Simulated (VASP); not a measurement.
Sn: single point with LDA

Sn:

```
CELL_PARAMETERS angstrom
0.00000 3.28446 3.28446
3.28446 0.00000 3.28446
3.28446 3.28446 0.00000
ATOMIC_POSITIONS crystal
Sn 0.00000 0.00000 0.00000
Sn 0.25000 0.25000 0.25000
```

* Program: VASP 6.6.1
* Task: single point
* Functional: LDA
* Potentials or basis: VASP PAW LDA potentials, release 64 (Sn_d)
* Cutoff: 520 eV
* k mesh: 6 × 6 × 6
* Occupations: fermi-dirac, width 0.02 eV
* Spin: no spin polarisation

| Item | Value |
| --- | --- |
| Pressure | -1.7 GPa |
| Band gap on the k mesh | zero (band 14 reaches 5.08 eV, above the bottom of band 15 at 4.82 eV) |

Levels at points of the mesh, in eV from the Fermi level:
```csv
k point,band 12,band 13,band 14,band 15,band 16,band 17
"(0.00, 0.00, 0.00)",-0.87,0.26,0.26,0.26,2.31,2.31
"(0.50, 0.00, 0.00)",-6.04,-0.89,-0.89,0.00,3.37,3.37
"(0.50, 0.50, 0.00)",-7.27,-2.18,-2.18,0.97,0.97,7.59
```

Wall time 16 s on 1 thread of Intel(R) Xeon(R) Platinum 8259CL CPU @ 2.50GHz (Skylake/Cascade Lake), on a shared host, peak memory 0.17 GiB.

Caveat: spin-orbit coupling is left out, which moves the levels of the heavy elements.
